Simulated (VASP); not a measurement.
Write the native input for VASP 6.6.1 that does the following.

| Item | Value |
| --- | --- |
| Task | single point |
| Functional | BLYP |
| Potentials or basis | VASP PAW PBE potentials, release 64 (Zr_sv) |
| Cutoff | 520 eV |
| k mesh | 10 × 10 × 13 |
| Occupations | fermi-dirac, width 0.1 eV |
| Spin | no spin polarisation |
| Dipole correction | no |
| Further INCAR settings | ALGO = Normal; EDIFF = 1e-06; NBANDS = 25 |

The structure of Zr lies in POSCAR:

```
Zr
1.0
    5.1071879473      0.0000000000      0.0000000000
   -2.5535939737      4.4229545043      0.0000000000
    0.0000000000      0.0000000000      3.1775949787
Zr
3
Direct
    1.0000000000      1.0000000000      0.0000000000
    0.3333333333      0.6666666667      0.5000000000
    0.6666666667      0.3333333333      0.5000000000
```

This isn't the form of Zr at room conditions, which is hcp.

These files were run (other wordings do the same):

INCAR

```
SYSTEM = Zr
  AGGAC = 1.0
  AGGAX = 1.0
  ALDAC = 0.0
  ALDAX = 1.0
  ALGO = Normal
  EDIFF = 1E-6
  ENCUT = 520
  GGA = B5
  ISIF = 2
  ISMEAR = -1
  LASPH = .True.
  LCHARG = .False.
  LREAL = .False.
  LWAVE = .False.
  NBANDS = 25
  NELM = 100
  PREC = Accurate
  SIGMA = 0.1
```

KPOINTS

```
k-points
0
Gamma
  10 10 13
  0 0 0
```

Potentials or basis: VASP PAW PBE potentials, release 64 (Zr_sv).

Command:

```bash
$ cat potpaw_PBE.64/Zr_sv/POTCAR > POTCAR
$ mpirun -np 1 vasp_std > vasp.out
```

It gave:

```json
{
 "Pressure": "0.1 GPa",
 "Band gap on the k mesh": "zero (bands 18 and 19 overlap by 0.51 eV)"
}
```

Caveat: the PAW data sets were made with another functional, which shifts forces and pressure a little.

It took 96 s on 1 thread of AMD EPYC 9R45 96-Core Processor (Zen 5) (shared host), peak memory 0.24 GiB.
